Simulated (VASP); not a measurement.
# Ga2PtCl4 (Amm2) in VASP: relaxation of cell and atoms with PBE

Aim: the relaxation of cell and atoms of Ga2PtCl4 with PBE.

Program: VASP 6.6.1. These are calculated values, not measurements. Logs are shortened: lines on timing, memory, paths and dates and some standing lists are left out, and cuts for length are marked.

## 1. The cell of the first run

The structure is orthorhombic, space group Amm2 (No. 38). Conventional cell: a = 3.967 Å, b = 10.837 Å, c = 7.791 Å, α = 90.00°, β = 90.00°, γ = 90.00°. Ga (site symmetry m) has 3 Cl at 2.32 to 2.34 Å within 3.1 Å. Pt (site symmetry mm2) has 6 Cl at 2.54 to 2.85 Å within 3.4 Å. Within 3.1 Å of Cl (site symmetry m) lie 2 Ga at 2.32 Å and 1 Pt at 2.59 Å. Cl (site symmetry mm2) has 2 Ga at 2.34 Å and 2 Pt at 2.85 Å within 3.1 Å. Within 3.4 Å of Cl (site symmetry mm2) lie 2 Pt at 2.54 Å and 2 Ga at 3.30 Å.

The cell was built from a structure type or drawn by symmetry, and may not be a known phase.

## 2. Relaxation of cell and atoms, PBE

INCAR

```
SYSTEM = Ga2PtCl4
ALGO = Normal ; EDIFF = 1E-6
EDIFFG = -0.08 ; ENCUT = 600
GGA = PE ; IBRION = 2
ISIF = 3 ; ISMEAR = 0
LASPH = .True. ; LCHARG = .False.
LREAL = .False. ; LWAVE = .False.
NELM = 100 ; NSW = 36
PREC = Accurate ; SIGMA = 0.15
```

KPOINTS

```
k-points
0
Gamma
  3 2 2
  0 0 0
```

POSCAR

```
Ga2PtCl4
1.0
    3.9665766700      0.0000000000      0.0000000000
    0.0000000000      5.4187251100      3.8954272200
    0.0000000000     -5.4187251100      3.8954272200
Ga Pt Cl
2 1 4
Direct
    0.5000000000      0.4957889900      0.8381789900
    0.5000000000      0.8381789900      0.4957889900
    0.0000000000      0.2220260100      0.2220260100
    0.0000000000      0.4936029900      0.0183880000
    0.5000000000      0.4844850000      0.4844850000
    0.5000000000      0.0175300000      0.0175300000
    0.0000000000      0.0183880000      0.4936029900
```

Potentials or basis: VASP PAW PBE potentials, release 64 (Ga_d, Pt, Cl).

Launch:

```sh
cat potpaw_PBE.64/Ga_d/POTCAR potpaw_PBE.64/Pt/POTCAR potpaw_PBE.64/Cl/POTCAR > POTCAR
mpirun -np 1 vasp_std > vasp.out
```

OUTCAR:

```text
SYSTEM = Ga2PtCl4
   EDIFF = 1E-6
   EDIFFG = -0.08
   ENCUT = 600
   GGA = PE
   IBRION = 2
   ISIF = 3
   ISMEAR = 0
   LASPH = .True.
   LREAL = .False.
   NELM = 100
   NSW = 36
   PREC = Accurate

 ion  position               nearest neighbor table
   1  0.500  0.496  0.838-   4 2.32   4 2.32   5 2.34
   2  0.500  0.838  0.496-   7 2.32   7 2.32   5 2.34
   3  0.000  0.222  0.222-   6 2.54   6 2.54   7 2.59   4 2.59   5 2.85   5 2.85
   4  0.000  0.494  0.018-   1 2.32   1 2.32   3 2.59
   5  0.500  0.484  0.484-   1 2.34   2 2.34   3 2.85   3 2.85
   6  0.500  0.018  0.018-   3 2.54   3 2.54
   7  0.000  0.018  0.494-   2 2.32   2 2.32   3 2.59

  LATTYP: Found a base centered orthorhombic cell.
 ALAT       =     7.7908544400
 B/A-ratio  =     1.3910477090
 C/A-ratio  =     0.5091324322

  Lattice vectors:

 A1 = (   0.0000000000,   5.4187251100,   3.8954272200)
 A2 = (   0.0000000000,  -5.4187251100,   3.8954272200)
 A3 = (   3.9665766700,   0.0000000000,   0.0000000000)

Analysis of symmetry for initial positions (statically):
=====================================================================
 Subroutine PRICEL returns:
 Original cell was already a primitive cell.

 Routine SETGRP: Setting up the symmetry group for a
 base centered orthorhombic supercell.

 Subroutine GETGRP returns: Found  4 space group operations
 (whereof  4 operations were pure point group operations)
 out of a pool of  8 trial point group operations.

The static configuration has the point symmetry C_2v.

Analysis of symmetry for dynamics (positions and initial velocities):
=====================================================================
 Subroutine PRICEL returns:
 Original cell was already a primitive cell.

 Routine SETGRP: Setting up the symmetry group for a
 base centered orthorhombic supercell.

 Subroutine GETGRP returns: Found  4 space group operations
 (whereof  4 operations were pure point group operations)
 out of a pool of  8 trial point group operations.

The dynamic configuration has the point symmetry C_2v.

 Subroutine INISYM returns: Found  4 space group operations
 (whereof  4 operations are pure point group operations),
 and found     1 'primitive' translations

----------------------------------------------------------------------------------------

                                     Primitive cell

  volume of cell :     167.4550

[... 82 lines left out ...]
   NSW    =     36    number of steps for IOM
   IBRION =      2    ionic relax: 0-MD 1-quasi-New 2-CG
   NFREE  =      1    steps in history (QN), initial steepest desc. (CG)
   ISIF   =      3    stress and relaxation
   ISYM   =      2    0-nonsym 1-usesym 2-fastsym
   POTIM  = 0.5000    time-step for ionic-motion
   TEBEG  =    0.0;   TEEND  =   0.0 temperature during run
   PSTRESS=    0.0 pullay stress
   NELECT =      64.0000    total number of electrons
   NUPDOWN=      -1.0000    fix difference up-down
   EMIN   =  10.00;   EMAX   =-10.00  energy-range for DOS
   EFERMI =   0.00;   METHOD = LEGACY
   ISMEAR =     0;   SIGMA  =   0.15  broadening in eV -4-tet -1-fermi 0-gaus
   EFERMI_NEDOS =   21; number of points for ismear=-14 and -15
   IALGO  =     38    algorithm
   IMIX   =      4    mixing-type and parameters
     AMIX     =   0.40;   BMIX     =  1.00
     AMIX_MAG =   1.60;   BMIX_MAG =  1.00
  volume/ion in A,a.u.               =      23.92       161.43
  Fermi-wavevector in a.u.,A,eV,Ry     =   1.188052  2.245093 19.204184  1.411468
  Thomas-Fermi vector in A             =   2.324190
   LORBIT       =      0    0 simple, 1 ext, 2 COOP (PROOUT), +10 PAW based schemes
   GGA     = PE    functional components
   LHFCALC =     F    Hartree Fock is set to
   AEXX    =    0.0000 exact exchange contribution
   IVDW    =     0    specifies the selected vdW correction
   LEPSILON=     F    determine dielectric tensor
   LRPA    =     F    only Hartree local field effects (RPA)
 conjugate gradient relaxation of ions
 non-spin polarized calculation
 Gauss-broadening in eV      SIGMA  =   0.15
  energy-cutoff  :      600.00
  volume of cell :      167.45
 maximum number of plane-waves:      5608
 NGX is ok and might be reduce to    32
   NGX = 15   NGY = 27   NGZ = 27

--------------------------------------- Ionic step        1  -------------------------------------------

 number of electron      63.9999993 magnetization

 Free energy of the ion-electron system (eV)
  ---------------------------------------------------
  ext. energy  EPLUGINS =         0.00000000
  ---------------------------------------------------
  free energy    TOTEN  =       -19.00271873 eV

  energy without entropy =      -18.90188007  energy(sigma->0) =      -18.95229940

------------------------ aborting loop because EDIFF is reached ----------------------------------------

  FORCE on cell =-STRESS in cart. coord.  units (eV):
  Direction    XX          YY          ZZ          XY          YZ          ZX
  --------------------------------------------------------------------------------------
  -------------------------------------------------------------------------------------
  Total       12.7010903      8.3087252      2.8365658      0.0000000      0.0000000      0.0000000
  in kB      121.5216125     79.4962997     27.1397216      0.0000000      0.0000000      0.0000000
  external PRESSURE =      76.0525446 kB  Pullay stress =       0.0000000 kB
[... 104 lines left out ...]
  FREE ENERGIE OF THE ION-ELECTRON SYSTEM (eV)
  ---------------------------------------------------
  free  energy   TOTEN  =       -20.1956833946 eV

  energy  without entropy=      -20.0675869191  energy(sigma->0) =      -20.13163516

[... ionic steps 4 to 33 ...]

--------------------------------------- Ionic step       34  -------------------------------------------

 number of electron      64.0000013 magnetization

------------------------ aborting loop because EDIFF is reached ----------------------------------------
[... 77 lines left out ...]
--------------------------------------- Ionic step       36  -------------------------------------------

 number of electron      64.0000019 magnetization

 Free energy of the ion-electron system (eV)
  ---------------------------------------------------
  ext. energy  EPLUGINS =         0.00000000
  ---------------------------------------------------
  free energy    TOTEN  =       -21.71778885 eV

  energy without entropy =      -21.68541657  energy(sigma->0) =      -21.70160271

 E-fermi :   2.4106     XC(G=0):  -8.2947

 val. band max:        2.2059994502   @ k =   0.3333   0.0000   0.0000
 cond. band min:       2.5125564173   @ k =   0.0000   0.5000   0.0000
 fundamental gap:      0.3065569671
 Fermi energy:         2.4106368017

 k-point     1 :       0.0000    0.0000    0.0000
  band No.  band energies     occupation
      1     -13.9025      2.00000
      2     -13.2712      2.00000
      3     -13.1442      2.00000
      4     -13.0371      2.00000
      5     -12.5628      2.00000
      6     -12.5619      2.00000
[... 269 lines left out ...]
  FREE ENERGIE OF THE ION-ELECTRON SYSTEM (eV)
  ---------------------------------------------------
  free  energy   TOTEN  =       -21.7177888498 eV

  energy  without entropy=      -21.6854165727  energy(sigma->0) =      -21.70160271

 reached required accuracy - stopping structural energy minimisation
```

CONTCAR:

```text
Ga2PtCl4
   1.00000000000000
     4.0895697851988411    0.0000000000000000    0.0000000000000000
     0.0000000000000000    6.4969678829604431    3.7065580076305271
     0.0000000000000000   -6.4969678829604431    3.7065580076305271
  Ga              Pt              Cl
     2     1     4
Direct
     0.5000000000000000    0.5632052863728109    0.8856131803057382
     0.5000000000000000    0.8856131803057382    0.5632052863728109
     0.0000000000000000    0.2373373938449141    0.2373373938449141
     0.0000000000000000    0.4160302842066306    0.0453311138325467
     0.5000000000000000    0.4266173172396992    0.4266173172396992
     0.5000000000000000    0.9958654041976662    0.9958654041976662
     0.0000000000000000    0.0453311138325467    0.4160302842066306

  0.00000000E+00  0.00000000E+00  0.00000000E+00
  0.00000000E+00  0.00000000E+00  0.00000000E+00
  0.00000000E+00  0.00000000E+00  0.00000000E+00
  0.00000000E+00  0.00000000E+00  0.00000000E+00
  0.00000000E+00  0.00000000E+00  0.00000000E+00
  0.00000000E+00  0.00000000E+00  0.00000000E+00
  0.00000000E+00  0.00000000E+00  0.00000000E+00
```

Wall time 35 min (1 thread of Intel Xeon Platinum 8259CL at 2.50GHz (Skylake/Cascade Lake), shared host); peak memory 0.33 GiB.

Results:

| Item | Value |
| --- | --- |
| Free energy | -21.7178 eV |
| Relaxed volume | 28.14 Å³/atom |
| Relaxed cell | a = 4.090 Å, b = 7.480 Å, c = 7.480 Å, α = 120.59°, β = 90.00°, γ = 90.00° |
| Space group after relaxing (to 0.1 Å) | Amm2 (No. 38) |
| Energy gained by relaxing | 387.9 meV/atom |
| Ionic steps | 36 |
| Pressure after relaxing | 0.0 GPa |
| Largest force after relaxing | 0.062 eV/Å |
| Band gap on the k mesh | zero (bands 32 and 33 overlap by 0.39 eV) |

Forces in eV/Å, atoms in the order of the input:
```
Ga   0.000 -0.046 -0.001
Ga   0.000  0.046 -0.001
Pt   0.000  0.000  0.029
Cl   0.000 -0.035  0.035
Cl   0.000  0.000 -0.035
Cl   0.000  0.000 -0.062
Cl   0.000  0.035  0.035
```

Stress tensor (GPa, compression positive):
```
 0.03  0.00  0.00
 0.00 -0.28  0.00
 0.00  0.00  0.12
```

Step by step:
```tsv
step	energy change (eV)	largest force (eV/Å)	pressure (GPa)	volume (Å³)
1	0.0000	1.4637	7.61	167.45
2	-1.1155	1.2192	0.59	196.31
3	-1.1930	1.0650	-1.30	209.61
4	-1.1940	1.0619	-1.10	207.91
5	-1.4650	1.1556	-1.05	206.42
6	-2.0784	0.9833	-0.25	201.75
7	0.5500	5.5413	8.86	191.62
8	-2.1113	0.9102	-0.08	201.04
9	-2.0137	1.2326	1.65	197.64
10	-2.1445	0.7075	0.31	200.06
11	-2.1460	0.6389	0.42	199.77
12	-2.2365	0.4451	0.99	203.14
13	-2.2370	0.3884	0.94	202.92
14	-2.3383	0.2673	-0.30	211.18
15	-2.3656	0.2237	-1.41	220.19
16	-2.4499	0.1403	-1.27	218.43
17	-2.5357	0.2001	-1.06	215.13
18	-2.3700	0.7362	-0.27	206.79
19	-2.5425	0.2837	-0.97	214.09
20	-2.6092	0.2709	-0.13	205.52
21	-2.6252	0.2572	0.68	199.19
22	-2.6504	0.2174	0.11	198.90
23	-2.6506	0.2147	0.16	198.93
24	-2.6614	0.1529	-0.15	200.17
25	-2.6682	0.1616	-0.68	202.64
26	-2.6732	0.1559	-0.61	202.12
27	-2.6839	0.1217	-0.35	200.56
28	-2.6825	0.2567	0.32	197.44
29	-2.6875	0.1136	-0.08	199.25
30	-2.6876	0.1277	-0.02	199.04
31	-2.6911	0.1200	0.00	198.66
32	-2.6992	0.1412	-0.01	197.49
33	-2.7036	0.1707	0.09	195.16
34	-2.7041	0.1652	0.08	195.73
35	-2.7081	0.1418	0.03	196.04
36	-2.7151	0.0621	-0.04	196.97
```

Final structure:
```
Ga Pt Cl
1.0
     4.08957    0.00000    0.00000
     0.00000    6.49697    3.70656
     0.00000   -6.49697    3.70656
Ga Pt Cl
2 1 4
Direct
  0.50000 0.56321 0.88561
  0.50000 0.88561 0.56321
  0.00000 0.23734 0.23734
  0.00000 0.41603 0.04533
  0.50000 0.42662 0.42662
  0.50000 0.99587 0.99587
  0.00000 0.04533 0.41603
```

Caveat: the k points lie up to 0.51 Å⁻¹ apart in the final cell; the volume moved by over 15 % at a fixed basis, so the end points are rough; spin-orbit coupling is left out, which moves the levels of the heavy elements; the relaxation stopped at a loose force limit of 0.08 eV/Å, so its end isn't a converged minimum.
